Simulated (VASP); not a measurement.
A run of VASP 6.6.1 is set up as follows.

INCAR

```
PREC = Accurate
ENCUT = 520
EDIFF = 1E-6
ISMEAR = -1
SIGMA = 0.1
LREAL = F
LASPH = T
NELM = 60
ALGO = Normal
ISIF = 2
LWAVE = F
LCHARG = T
LELF = T
LVHAR = T
NBANDS = 12
```

File KPOINTS:

```
regular mesh
0
Gamma
  18 18 18
```

Contents of POSCAR:

```
Hg
1.0
    2.8552066711      0.0000000000      0.0000000000
    0.0000000000      2.8552066711      0.0000000000
    0.0000000000      0.0000000000      2.8552066711
Hg
1
Direct
    0.0000000000      0.0000000000      0.0000000000
```

Potentials or basis: VASP PAW LDA potentials, release 64 (Hg).

Run with:

```bash
$ cat potpaw_LDA.64/Hg/POTCAR > POTCAR
$ mpirun -np 1 vasp_std > vasp.out
```

**Question.** What does it give for the band gap on the k mesh?

**Answer.** Zero (bands 6 and 7 overlap by 7.52 eV).

**Question.** What does it give for the pressure?

**Answer.** 3.4 GPa.

Caveat: the cell stands under pressure; spin-orbit coupling is left out, which moves the levels of the heavy elements.
